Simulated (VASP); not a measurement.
Os:

```
Os
1.0
     2.76648    0.00000    0.00000
    -1.38324    2.39585    0.00000
     0.00000    0.00000    4.36832
Os
2
Direct
  0.33330 0.66670 0.25000
  0.66660 0.33330 0.75000
```

```yaml
Program: VASP 6.6.1
Task: relaxation of cell and atoms
Functional: PBE
Potentials_or_basis: VASP PAW PBE potentials, release 64 (Os)
Cutoff: 600 eV
k_mesh: 14 × 14 × 8
Occupations: fermi-dirac, width 0.1 eV
Spin: no spin polarisation
```

At the start: pressure -5.3 GPa; volume 14.48 Å³/atom.

Task: Where does the relaxation end?

Result: Over 3 steps the energy falls by 3.3 meV/atom and the volume is 14.29 Å³/atom (-1.3 %); space group P6_3/mmc (No. 194, to 0.05 Å).

The path:
| step | energy change (eV) | largest force (eV/Å) | pressure (GPa) | volume (Å³) |
| --- | --- | --- | --- | --- |
| 1 | 0.0000 | 0.0013 | -5.30 | 28.95 |
| 2 | 0.1173 | 0.0003 | 26.53 | 26.99 |
| 3 | -0.0066 | 0.0012 | -0.14 | 28.57 |

Final structure:
```yaml
crystal:
  lattice:
    - [2.75519, 0.00000, 0.00000]
    - [-1.37759, 2.38607, 0.00000]
    - [0.00000, 0.00000, 4.34644]
  atoms:
    - { symbol: Os, position: [0.33330, 0.66670, 0.25000] }
    - { symbol: Os, position: [0.66660, 0.33330, 0.75000] }
```
